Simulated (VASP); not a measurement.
**Si2Ge2Ir: relaxation of cell and atoms with PBE**

The system is Si2Ge2Ir.

```
Si Ge Ir
1.0
     5.61000    0.00000    0.00000
     0.00000    5.61000    0.00000
     0.00000    0.00000    5.02000
Si Ge Ir
4 4 2
Direct
  0.67500 0.82500 0.24500
  0.17500 0.67500 0.24500
  0.32500 0.17500 0.24500
  0.82500 0.32500 0.24500
  0.82500 0.67500 0.74000
  0.17500 0.32500 0.74000
  0.67500 0.17500 0.74000
  0.32500 0.82500 0.74000
  0.00000 0.00000 0.00000
  0.50000 0.50000 0.00000
```

```
Program                : VASP 6.6.1
Task                   : relaxation of cell and atoms
Functional             : PBE
Potentials or basis    : VASP PAW PBE potentials, release 64 (Si, Ge_d, Ir)
Cutoff                 : 500 eV
k mesh                 : 3 × 3 × 3
Occupations            : gaussian, width 0.2 eV
Spin                   : no spin polarisation
Dipole correction      : no
Further INCAR settings : ALGO = Normal; EDIFF = 1e-07; IBRION = 2; EDIFFG = -0.08; NSW = 36; ISIF = 3
```

```json
{"Relaxed volume": "16.87 Å³/atom", "Relaxed cell": "a = 5.768 Å, b = 5.768 Å, c = 5.072 Å, α = 90.00°, β = 90.00°, γ = 90.00°", "Space group after relaxing (to 0.1 Å)": "P4bm (No. 100)", "Energy gained by relaxing": "180.1 meV/atom", "Ionic steps": "28", "Pressure after relaxing": "-0.2 GPa", "Largest force after relaxing": "0.076 eV/Å", "Band gap on the k mesh": "zero (bands 45 and 46 overlap by 0.41 eV)"}
```

Forces on the atoms (eV/Å):
```
Si   0.012 -0.012 -0.018
Si   0.012  0.012 -0.018
Si  -0.012  0.012 -0.018
Si  -0.012 -0.012 -0.018
Ge  -0.043  0.043 -0.020
Ge   0.043 -0.043 -0.020
Ge   0.043  0.043 -0.020
Ge  -0.043 -0.043 -0.020
Ir   0.000  0.000  0.076
Ir   0.000  0.000  0.076
```

Stress tensor (GPa, compression positive):
```
-0.14  0.00  0.00
 0.00 -0.14  0.00
 0.00  0.00 -0.25
```

The path:
```csv
step,energy change (eV),largest force (eV/Å),pressure (GPa),volume (Å³)
1,0.0000,2.0805,12.74,157.99
2,-0.1202,0.5327,-12.35,188.43
3,-0.8767,0.8116,-3.02,172.41
4,-0.8773,0.8233,-2.70,172.02
5,-1.0985,0.5007,-1.14,168.00
6,-1.1839,0.5364,1.37,163.58
7,-1.2649,0.3683,-0.53,164.81
8,-1.2710,0.4521,-1.12,165.24
9,-1.3316,0.3894,0.79,162.79
10,-1.3316,0.3886,0.83,162.74
11,-1.3774,0.3223,-0.12,164.26
12,-1.4087,0.4030,-1.65,167.04
13,-1.4350,0.3925,-1.16,166.64
14,-1.4888,0.3645,0.38,165.46
15,-1.4917,0.6005,3.84,163.07
16,-1.5071,0.4643,2.20,164.17
17,-1.5368,0.4338,1.76,164.83
18,-1.6052,0.3517,0.50,166.82
19,-1.6285,0.3026,-1.86,170.73
20,-1.6427,0.2637,-0.83,168.96
21,-1.6436,0.2680,-1.01,169.26
22,-1.6775,0.2388,-0.79,169.13
23,-1.7072,0.3989,-0.41,168.89
24,-1.7474,0.2550,0.30,168.13
25,-1.7629,0.3312,1.10,167.31
26,-1.7870,0.2401,-0.30,169.01
27,-1.7887,0.2155,-0.81,169.63
28,-1.8010,0.0756,-0.18,168.75
```

Final structure:
```
Si Ge Ir
1.0
     5.76789    0.00000    0.00000
     0.00000    5.76789    0.00000
     0.00000    0.00000    5.07233
Si Ge Ir
4 4 2
Cartesian
  3.7404 4.9114 1.2853
  0.8565 3.7404 1.2853
  2.0275 0.8565 1.2853
  4.9114 2.0275 1.2853
  4.3516 4.3003 3.6292
  1.4163 1.4676 3.6292
  4.3003 1.4163 3.6292
  1.4676 4.3516 3.6292
  0.0000 0.0000 0.1635
  2.8839 2.8839 0.1635
```

Levels at points of the mesh, in eV from the Fermi level:
```tsv
k point	band 42	band 43	band 44	band 45	band 46	band 47	band 48	band 49
(0.00, 0.00, 0.00)	-2.44	-2.21	-1.10	-0.82	-0.49	1.07	1.07	1.80
```

It took 33 min on 1 thread of Intel Xeon 8259CL, on a shared host, peak memory 0.29 GiB.

Caveat: the k points lie up to 0.41 Å⁻¹ apart in the final cell; spin-orbit coupling is left out, which moves the levels of the heavy elements; the relaxation stopped at a loose force limit of 0.08 eV/Å, so its end isn't a converged minimum.
